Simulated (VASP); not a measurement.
A run of VASP 6.6.1 is set up as follows.

INCAR

```
PREC = Accurate ; ENCUT = 500
EDIFF = 1E-6 ; ISMEAR = 0
SIGMA = 0.1 ; LREAL = F
LASPH = T ; NELM = 200
ALGO = Normal ; ISIF = 2
LWAVE = F ; LCHARG = F
GGA = PE ; NBANDS = 31
GGA_COMPAT = F ; LMAXMIX = 6
```

Contents of KPOINTS:

```
Automatic mesh
0
Gamma
  4 4 4
```

The input POSCAR:

```
NaTbBr4
1.0
    7.4480291440      0.0000000000      0.0000000000
    0.0000000000      7.4480291440      0.0000000000
    0.0000000000      0.0000000000      3.7679710802
Na Tb Br
1 1 4
Direct
    0.5000000000      0.5000000000      0.5000000000
    0.0000000000      0.0000000000      0.0000000000
    0.2237821373      0.7762178627      0.5000000000
    0.7762178627      0.2237821373      0.5000000000
    0.2237821373      0.2237821373      0.5000000000
    0.7762178627      0.7762178627      0.5000000000
```

Potentials or basis: VASP PAW PBE potentials, release 64 (Na_pv, Tb_3, Br), 4f in core.

Run with:

```sh
$ cat potpaw_PBE.64/Na_pv/POTCAR potpaw_PBE.64/Tb_3/POTCAR potpaw_PBE.64/Br/POTCAR > POTCAR
$ mpirun -np 1 vasp_std > vasp.out
```

(1) Predict the pressure.

(2) Estimate the band gap on the k mesh.

Answers

(1) -0.1 GPa.

(2) 1.20 eV (least direct gap 1.40 eV).

Caveat: spin-orbit coupling is left out, which moves the levels of the heavy elements; the 4f electrons are frozen in the core, so they carry no moment and show no levels.
